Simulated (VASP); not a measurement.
## Hg: single point with PBE

Crystal: Hg.

```
CELL_PARAMETERS angstrom
2.86206 -5.58187 0.00000
2.86206 5.58187 0.00000
0.00000 0.00000 3.65981
ATOMIC_POSITIONS crystal
Hg 0.37782 0.62218 0.50273
Hg 0.87782 0.12218 0.99727
Hg 0.12218 0.87782 0.00273
Hg 0.62218 0.37782 0.49727
```

This cell differs from its parent crystal: strained.

* Program: VASP 6.6.1
* Task: single point
* Functional: PBE
* Potentials or basis: VASP PAW PBE potentials, release 64 (Hg_sv_GW)
* Cutoff: 500 eV
* k mesh: 8 × 8 × 12
* Occupations: gaussian, width 0.1 eV
* Spin: no spin polarisation

| Item | Value |
| --- | --- |
| Pressure | 0.3 GPa |
| Largest force | 1.124 eV/Å |
| Band gap on the k mesh | zero (bands 40 and 41 overlap by 1.36 eV) |

Forces in eV/Å, atoms in the order of the input:
```
Hg   0.000  1.124  0.007
Hg   0.000  1.124 -0.007
Hg   0.000 -1.124  0.007
Hg   0.000 -1.124 -0.007
```

Stress tensor (GPa, compression positive):
```
-1.82  0.00  0.00
 0.00  4.74  0.00
 0.00  0.00 -1.98
```

Levels at points of the mesh, in eV from the Fermi level:
```csv
k point,band 36,band 37,band 38,band 39,band 40,band 41,band 42,band 43,band 44,band 45
"(0.00, 0.00, 0.00)",-5.67,-5.59,-1.81,-1.48,-1.26,-0.76,0.77,0.98,4.91,8.18
"(0.50, 0.00, 0.00)",-5.81,-5.51,-5.51,-2.78,-2.78,3.45,3.45,5.36,5.36,7.09
"(0.50, 0.50, 0.00)",-5.59,-5.37,-5.33,-2.41,-0.87,2.00,2.91,3.21,5.72,6.38
"(0.00, 0.00, 0.50)",-5.56,-4.06,-4.06,-0.11,-0.11,1.65,1.65,3.42,3.42,4.07
"(0.50, 0.00, 0.50)",-5.49,-2.89,-2.89,-1.69,-1.69,0.83,0.83,1.00,1.00,5.45
"(0.50, 0.50, 0.50)",-5.53,-3.26,-3.26,-2.34,-2.34,1.51,1.51,3.20,3.20,5.88
```

Run time: 7.4 min on 1 thread of Intel(R) Xeon(R) Platinum 8488C (Sapphire Rapids), with other jobs on the host, peak memory 0.7 GiB.

Caveat: the cell differs from its parent crystal (strained); spin-orbit coupling is left out, which moves the levels of the heavy elements; forces of over 1 eV/Å act on the atoms, so gaps and moduli don't describe the material at rest.
